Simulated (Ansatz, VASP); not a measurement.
**TaN: VASP beside Ansatz**

```
CELL_PARAMETERS angstrom
-1.44406 1.44406 5.09812
1.44406 -1.44406 5.09812
1.44406 1.44406 -5.09812
ATOMIC_POSITIONS crystal
Ta 0.74884 0.74884 0.00000
Ta 0.49884 0.99884 0.50000
N 0.16716 0.16716 0.00000
N 0.91716 0.41716 0.50000
```

Alike in both runs: functional PBEsol; k mesh 14 × 14 × 14; occupations gaussian, width 0.02 eV; no spin polarisation.

Ansatz relaxed the structure, and its values are those at the end. VASP's run is a single point on that final structure, the one shown.

|  | VASP | Ansatz |
| --- | --- | --- |
| version | VASP 6.6.1 | Ansatz 0.2.0 |
| potentials or method | VASP PAW PBE potentials, release 64 (Ta_pv, N), cutoff 520 eV | scalar-relativistic, plane waves, PAW |
| valence electrons in the cell | 32 | 36 |

|  | VASP | Ansatz | Ansatz less VASP |
| --- | --- | --- | --- |
| gap on the k mesh at the Fermi level (eV) | 0.68 | 0.68 | +0.008 |
| least direct gap on the mesh (eV) | 0.99 | 1.00 | +0.008 |
| pressure (GPa) | 0.9 | 0.0 | -0.84 |

VASP's potentials were made for PBE, not for PBEsol. VASP's potentials hold 32 valence electrons a cell and Ansatz's 36, so a difference there can come from the potentials and not from the codes.

Spin-orbit coupling is off throughout.
